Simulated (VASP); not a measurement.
Runs of VASP 6.6.1 on PtSe2. The structure is that of space group Fm-3m (No. 225), or close to it. The cells are those of the table. 

```csv
task,level,cell,cutoff (eV),gap on the mesh (eV),pressure (GPa),relaxed volume (Å³/atom)
relaxation of cell and atoms,PBEsol,"relaxed from a = 4.586 Å, angles 60.0°, 3 atoms",600,none,0.0,(a)
relaxation of cell and atoms,r2SCAN+rVV10,"relaxed from a = 4.384 Å, angles 60.0°, 3 atoms",600,none,0.0,20.28
single point,PBEsol,"a = 4.384 Å, angles 60.0°, 3 atoms",520,none,0.0,-
single point,r2SCAN+rVV10,"a = 4.410 Å, angles 60.0°, 3 atoms",520,none,0.4,-
```

Alike in all rows: potentials or basis VASP PAW PBE potentials, release 64 (Pt, Se); no spin polarisation; k mesh 6 × 6 × 6; smearing fermi-dirac 0.03 eV.

Question: Fill in the values left out.

Answer: (a) 19.88.

Caveats: the PAW data sets were made with another functional, which shifts forces and pressure a little; spin-orbit coupling is left out, which moves the levels of the heavy elements.

A k mesh can miss the band edges, and the runs leave out spin-orbit coupling on Pt, Se.

A gap of «none» marks levels without a gap at the run's occupations.
